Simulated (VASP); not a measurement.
Runs of VASP 6.6.1 on CdS (Greenockite). The structure is that of space group P6_3mc (No. 186), or close to it. The cells are those of the table. 

| level | cell | smearing | gap on the mesh (eV) | pressure (GPa) |
| --- | --- | --- | --- | --- |
| r2SCAN | a = 4.165, b = 4.165, c = 6.766 Å, angles 90.0, 90.0, 120.0°, 4 atoms | gaussian 0.01 eV | (b) | (c) |
| PBE | a = 4.112, b = 4.112, c = 6.766 Å, angles 90.0, 90.0, 120.0°, 4 atoms | fermi-dirac 0.02 eV | 1.21 | (d) |
| r2SCAN | a = 4.112, b = 4.112, c = 6.766 Å, angles 90.0, 90.0, 120.0°, 4 atoms | gaussian 0.01 eV | 1.66 | 1.9 |
| PBE | a = 3.945, b = 3.945, c = 6.409 Å, angles 90.0, 90.0, 120.0°, 4 atoms | fermi-dirac 0.02 eV | (a) | 15.9 |
| r2SCAN | a = 3.945, b = 3.945, c = 6.409 Å, angles 90.0, 90.0, 120.0°, 4 atoms | gaussian 0.01 eV | 2.01 | 14.7 |
| PBE | a = 4.165, b = 4.165, c = 6.766 Å, angles 90.0, 90.0, 120.0°, 4 atoms | fermi-dirac 0.02 eV | 1.18 | 1.7 |

Alike in all rows: task single point; potentials or basis VASP PAW PBE potentials, release 64 (Cd, S); no spin polarisation; k mesh 12 × 12 × 4; cutoff (eV) 520.

Question: Estimate the missing entries.

Answer: (a) 1.54; (b) 1.63; (c) 0.3; (d) 3.3.

Caveats: the PAW data sets were made with another functional, which shifts forces and pressure a little (some runs).

A k mesh can miss the band edges, and the runs leave out spin-orbit coupling on Cd.
